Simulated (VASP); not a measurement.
# Ti3Nb (Pm-3m) in VASP: a series of runs

The runs below take Ti3Nb through single point, relaxation of volume and atoms at fixed shape, with LDA.

All numbers are computed with VASP 6.6.1; they aren't measurements. Logs are shortened: lines on timing, memory, paths and dates and some standing lists are left out, and cuts for length are marked.

## (1) The cell of the first run

Symmetry: Pm-3m, No. 221, cubic system. The conventional cell has a = 4.031 Å, b = 4.031 Å, c = 4.031 Å, α = 90.00°, β = 90.00°, γ = 90.00°. Within 3.8 Å of Ti (site symmetry 4/mmm) lie 8 Ti at 2.85 Å and 4 Nb at 2.85 Å. Nb (site symmetry m-3m) has 12 Ti at 2.85 Å within 3.8 Å.

## (2) Single point, LDA

File INCAR:

```
SYSTEM = Ti3Nb
PREC     = Accurate       ! precision mode
ENCUT    = 520            ! plane-wave cutoff, eV
EDIFF    = 1E-7           ! SCF threshold, eV
ISMEAR   = 1              ! smearing method
SIGMA    = 0.1            ! smearing width, eV
LREAL    = .FALSE.        ! projectors in reciprocal space
LASPH    = .TRUE.         ! aspherical terms in the spheres
NELM     = 60             ! most SCF steps
ALGO     = Normal         ! electronic algorithm
ISIF     = 2              ! what is computed and relaxed
LWAVE    = .FALSE.        ! write WAVECAR
LCHARG   = .TRUE.         ! write CHGCAR
LELF     = .TRUE.         ! ELF
LVHAR    = .TRUE.       
NBANDS   = 32             ! bands
```

File KPOINTS:

```
Automatic mesh
0
G
  6 6 6
  0 0 0
```

File POSCAR:

```
Ti3Nb
1.0
    4.0306750294      0.0000000000      0.0000000000
    0.0000000000      4.0306750294      0.0000000000
    0.0000000000      0.0000000000      4.0306750294
Ti Nb
3 1
Direct
    0.0000000000      0.0000000000      0.0000000000
    0.0000000000      0.5000000000      0.5000000000
    0.5000000000      0.0000000000      0.5000000000
    0.5000000000      0.5000000000      0.0000000000
```

Potentials or basis: VASP PAW LDA potentials, release 64 (Ti_sv, Nb_sv).

Command:

```bash
$ cat potpaw_LDA.64/Ti_sv/POTCAR potpaw_LDA.64/Nb_sv/POTCAR > POTCAR
$ mpirun -np 1 vasp_std > vasp.out
```

OUTCAR:

```text
SYSTEM = Ti3Nb
   PREC = Accurate
   ENCUT = 520
   EDIFF = 1E-7
   ISMEAR = 1
   LREAL = .FALSE.
   LASPH = .TRUE.
   NELM = 60
   ISIF = 2

 ion  position               nearest neighbor table
   1  0.000  0.000  0.000-   2 2.85   3 2.85   4 2.85   2 2.85   3 2.85   2 2.85   4 2.85   2 2.85
                             3 2.85   4 2.85   3 2.85   4 2.85
   2  0.000  0.500  0.500-   1 2.85   3 2.85   4 2.85   1 2.85   4 2.85   1 2.85   3 2.85   1 2.85
                             3 2.85   4 2.85   4 2.85   3 2.85
   3  0.500  0.000  0.500-   1 2.85   2 2.85   4 2.85   1 2.85   4 2.85   2 2.85   4 2.85   4 2.85
                             1 2.85   2 2.85   1 2.85   2 2.85
   4  0.500  0.500  0.000-   1 2.85   2 2.85   3 2.85   2 2.85   3 2.85   1 2.85   3 2.85   3 2.85
                             1 2.85   2 2.85   2 2.85   1 2.85

  LATTYP: Found a simple cubic cell.
 ALAT       =     4.0306750294

  Lattice vectors:

 A1 = (   4.0306750294,   0.0000000000,   0.0000000000)
 A2 = (   0.0000000000,   4.0306750294,   0.0000000000)
 A3 = (   0.0000000000,   0.0000000000,   4.0306750294)

Analysis of symmetry for initial positions (statically):
=====================================================================
 Subroutine PRICEL returns:
 Original cell was already a primitive cell.

 Routine SETGRP: Setting up the symmetry group for a
 simple cubic supercell.

 Subroutine GETGRP returns: Found 48 space group operations
 (whereof 16 operations were pure point group operations)
 out of a pool of 48 trial point group operations.

The static configuration has the point symmetry D_4h.
 The point group associated with its full space group is O_h .

Analysis of symmetry for dynamics (positions and initial velocities):
=====================================================================
 Subroutine PRICEL returns:
 Original cell was already a primitive cell.

 Routine SETGRP: Setting up the symmetry group for a
 simple cubic supercell.

 Subroutine GETGRP returns: Found 48 space group operations
 (whereof 16 operations were pure point group operations)
 out of a pool of 48 trial point group operations.

The dynamic configuration has the point symmetry D_4h.
 The point group associated with its full space group is O_h .

 Subroutine INISYM returns: Found 48 space group operations
 (whereof 16 operations are pure point group operations),
 and found     1 'primitive' translations

[... 92 lines left out ...]
   NELM   =     60;   NELMIN=  2; NELMDL= -5     # of ELM steps
   EDIFF  = 0.1E-06   stopping-criterion for ELM
   LREAL  =      F    real-space projection
   EDIFFG = 0.1E-05   stopping-criterion for IOM
   NSW    =      0    number of steps for IOM
   IBRION =     -1    ionic relax: 0-MD 1-quasi-New 2-CG
   NFREE  =      0    steps in history (QN), initial steepest desc. (CG)
   ISIF   =      2    stress and relaxation
   ISYM   =      2    0-nonsym 1-usesym 2-fastsym
   POTIM  = 0.5000    time-step for ionic-motion
   TEBEG  =    0.0;   TEEND  =   0.0 temperature during run
   PSTRESS=    0.0 pullay stress
   NELECT =      49.0000    total number of electrons
   NUPDOWN=      -1.0000    fix difference up-down
   EMIN   =  10.00;   EMAX   =-10.00  energy-range for DOS
   EFERMI =   0.00;   METHOD = LEGACY
   ISMEAR =     1;   SIGMA  =   0.10  broadening in eV -4-tet -1-fermi 0-gaus
   EFERMI_NEDOS =   21; number of points for ismear=-14 and -15
   IALGO  =     38    algorithm
   IMIX   =      4    mixing-type and parameters
     AMIX     =   0.40;   BMIX     =  1.00
     AMIX_MAG =   1.60;   BMIX_MAG =  1.00
  volume/ion in A,a.u.               =      16.37       110.48
  Fermi-wavevector in a.u.,A,eV,Ry     =   1.486263  2.808630 30.054976  2.208978
  Thomas-Fermi vector in A             =   2.599571
   LORBIT       =      0    0 simple, 1 ext, 2 COOP (PROOUT), +10 PAW based schemes
   GGA     = CA    functional components
   LHFCALC =     F    Hartree Fock is set to
   AEXX    =    0.0000 exact exchange contribution
   IVDW    =     0    specifies the selected vdW correction
   LEPSILON=     F    determine dielectric tensor
   LRPA    =     F    only Hartree local field effects (RPA)
 non-spin polarized calculation
 Methfessel and Paxton  Order N= 1 SIGMA  =   0.10
  energy-cutoff  :      520.00
  volume of cell :       65.48
 maximum number of plane-waves:      1791
 NGX is ok and might be reduce to    30
   NGX = 15   NGY = 15   NGZ = 15

 number of electron      48.9999991 magnetization

 Free energy of the ion-electron system (eV)
  ---------------------------------------------------
  ext. energy  EPLUGINS =         0.00000000
  ---------------------------------------------------
  free energy    TOTEN  =       -36.56768215 eV

  energy without entropy =      -36.56477546  energy(sigma->0) =      -36.56671325

 E-fermi :   9.7061     XC(G=0): -12.3704

 val. band max:        9.6937517036   @ k =   0.5000   0.5000   0.1667
 cond. band min:       9.7429809434   @ k =   0.5000   0.5000   0.1667
 fundamental gap:      0.0492292398
 Fermi energy:         9.7061239253

 k-point     1 :       0.0000    0.0000    0.0000
  band No.  band energies     occupation
      1     -46.2807      2.00000
      2     -46.1080      2.00000
      3     -46.1080      2.00000
      4     -44.3015      2.00000
      5     -23.1658      2.00000
      6     -23.1658      2.00000
[... 689 lines left out ...]
     31      10.9367     -0.00000
     32      10.9367     -0.00000

------------------------ aborting loop because EDIFF is reached ----------------------------------------

  FORCE on cell =-STRESS in cart. coord.  units (eV):
  Direction    XX          YY          ZZ          XY          YZ          ZX
  --------------------------------------------------------------------------------------
  -------------------------------------------------------------------------------------
  Total       -0.0399975     -0.0399975     -0.0399975     -0.0000000      0.0000000     -0.0000000
  in kB       -0.9786115     -0.9786115     -0.9786115     -0.0000000      0.0000000     -0.0000000
  external PRESSURE =      -0.9786115 kB  Pullay stress =       0.0000000 kB

 VOLUME and BASIS-vectors are now :
 -----------------------------------------------------------------------------
  energy-cutoff  :      520.00
  volume of cell :       65.48
      direct lattice vectors                 reciprocal lattice vectors
     4.030675029  0.000000000  0.000000000     0.248097401  0.000000000  0.000000000
     0.000000000  4.030675029  0.000000000     0.000000000  0.248097401  0.000000000
     0.000000000  0.000000000  4.030675029     0.000000000  0.000000000  0.248097401

 POSITION                                       TOTAL-FORCE (eV/Angst)
 -----------------------------------------------------------------------------------
      0.00000      0.00000      0.00000         0.000000      0.000000      0.000000
      0.00000      2.01534      2.01534         0.000000      0.000000      0.000000
      2.01534      0.00000      2.01534         0.000000      0.000000      0.000000
      2.01534      2.01534      0.00000         0.000000      0.000000      0.000000
 -----------------------------------------------------------------------------------
    total drift:                                0.000000      0.000000     -0.000000

  FREE ENERGIE OF THE ION-ELECTRON SYSTEM (eV)
  ---------------------------------------------------
  free  energy   TOTEN  =       -36.5676821511 eV

  energy  without entropy=      -36.5647754618  energy(sigma->0) =      -36.56671325
```

stdout:

```text
POSCAR found type information on POSCAR TiNb
 POSCAR found :  2 types and       4 ions
 scaLAPACK will be used
 LDA part: xc-table for (Slater(with rela. corr.)+CA(PZ))
 , standard interpolation
 POSCAR, INCAR and KPOINTS ok, starting setup
 FFT: planning ... GRIDC
 FFT: planning ... GRID_SOFT
 FFT: planning ... GRID
 WAVECAR not read
 entering main loop
```

It took 19 s on 1 thread of Intel Xeon 6975P-C (Granite Rapids), shared host; peak memory 0.16 GiB.

Results:

```yaml
Free_energy: -36.5677 eV
Pressure: -0.1 GPa
```

## (3) Relaxation of volume and atoms at fixed shape, LDA

This run uses another cell than the first one, of 17.80 Å³/atom, 1.088 times its volume.

File INCAR:

```
PREC     = Accurate       # precision mode
ENCUT    = 600            # plane-wave cutoff, eV
EDIFF    = 1E-6           # SCF threshold, eV
ISMEAR   = 1              # smearing method
SIGMA    = 0.1            # smearing width, eV
LREAL    = F              # projectors in reciprocal space
LASPH    = T              # aspherical terms in the spheres
NELM     = 100            # most SCF steps
ALGO     = Normal         # electronic algorithm
ISIF     = 8              # what is computed and relaxed
LWAVE    = F              # write WAVECAR
LCHARG   = F              # write CHGCAR
GGA      = CA             # functional
IBRION   = 2              # ionic algorithm
NSW      = 80             # ionic steps
EDIFFG   = -0.01          # ionic threshold
```

File KPOINTS:

```
Automatic mesh
0
Gamma
  6 6 6
```

File POSCAR:

```
Ti3Nb
1.0
    4.1450000000      0.0000000000      0.0000000000
    0.0000000000      4.1450000000      0.0000000000
    0.0000000000      0.0000000000      4.1450000000
Ti Nb
3 1
Direct
    0.0000000000      0.0000000000      0.0000000000
    0.0000000000      0.5000000000      0.5000000000
    0.5000000000      0.0000000000      0.5000000000
    0.5000000000      0.5000000000      0.0000000000
```

Potentials or basis: VASP PAW LDA potentials, release 64 (Ti_sv, Nb_sv).

Command:

```bash
$ cat potpaw_LDA.64/Ti_sv/POTCAR potpaw_LDA.64/Nb_sv/POTCAR > POTCAR
$ mpirun -np 1 vasp_std > vasp.out
```

Run time: 76 s. Hardware: 1 thread of Intel Xeon 6975P-C (Granite Rapids), shared host; peak memory 0.21 GiB.

The run converged. Its results:

```
Free energy                            : -36.5691 eV
Relaxed volume                         : 16.35 Å³/atom
Relaxed cell                           : a = 4.029 Å, b = 4.029 Å, c = 4.029 Å, α = 90.00°, β = 90.00°, γ = 90.00°
Space group after relaxing (to 0.05 Å) : Pm-3m (No. 221)
Energy gained by relaxing              : 49.0 meV/atom
Ionic steps                            : 4
Pressure after relaxing                : 0.0 GPa
```

Step by step:
```tsv
step	energy change (eV)	largest force (eV/Å)	pressure (GPa)	volume (Å³)
1	0.0000	0.0000	-10.19	71.22
2	0.0099	0.0000	13.30	60.17
3	-0.1959	0.0000	-0.16	65.51
4	-0.1959	0.0000	0.04	65.40
```

Final structure:
```
CELL_PARAMETERS angstrom
4.02888 0.00000 0.00000
0.00000 4.02888 0.00000
0.00000 0.00000 4.02888
ATOMIC_POSITIONS crystal
Ti 0.00000 0.00000 0.00000
Ti 0.00000 0.50000 0.50000
Ti 0.50000 0.00000 0.50000
Nb 0.50000 0.50000 0.00000
```

Levels at points of the mesh, in eV from the Fermi level:
```
           k point  band 22  band 23  band 24  band 25  band 26  band 27
(0.00, 0.00, 0.00)    -2.49    -2.49     0.65     0.65     0.65     2.60
(0.50, 0.00, 0.00)    -0.98    -0.98    -0.85    -0.38    -0.38     0.99
(0.50, 0.50, 0.00)    -0.97    -0.77    -0.54    -0.41    -0.26    -0.23
(0.50, 0.50, 0.50)     0.25     0.51     0.51     0.51     0.58     0.58
```
